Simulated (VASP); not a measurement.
Input of a VASP 6.6.1 run:

The input INCAR:

```
ALGO = Normal
EDIFF = 1E-6
ENCUT = 840
GGA = PE
GGA_COMPAT = False
ISIF = 2
ISMEAR = 0
LASPH = True
LCHARG = False
LREAL = False
LWAVE = False
NBANDS = 15
NELM = 120
PREC = Accurate
SIGMA = 0.02
```

File KPOINTS:

```
k-points
0
Gamma
  10 10 10
```

POSCAR

```
MgO
1.0
    0.0000000000      2.1272184822      2.1272184822
    2.1272184822      0.0000000000      2.1272184822
    2.1272184822      2.1272184822      0.0000000000
Mg O
1 1
Direct
    0.0000000000      0.0000000000      0.0000000000
    0.5000000000      0.5000000000      0.5000000000
```

Potentials or basis: VASP PAW PBE potentials, release 64 (Mg_sv, O).

Command:

```console
$ cat potpaw_PBE.64/Mg_sv/POTCAR potpaw_PBE.64/O/POTCAR > POTCAR
$ mpirun -np 1 vasp_std > vasp.out
```

Problem. What does it give for the pressure?

Solution. 0.0 GPa.

Problem. Estimate the band gap on the k mesh.

Solution. 4.45 eV.
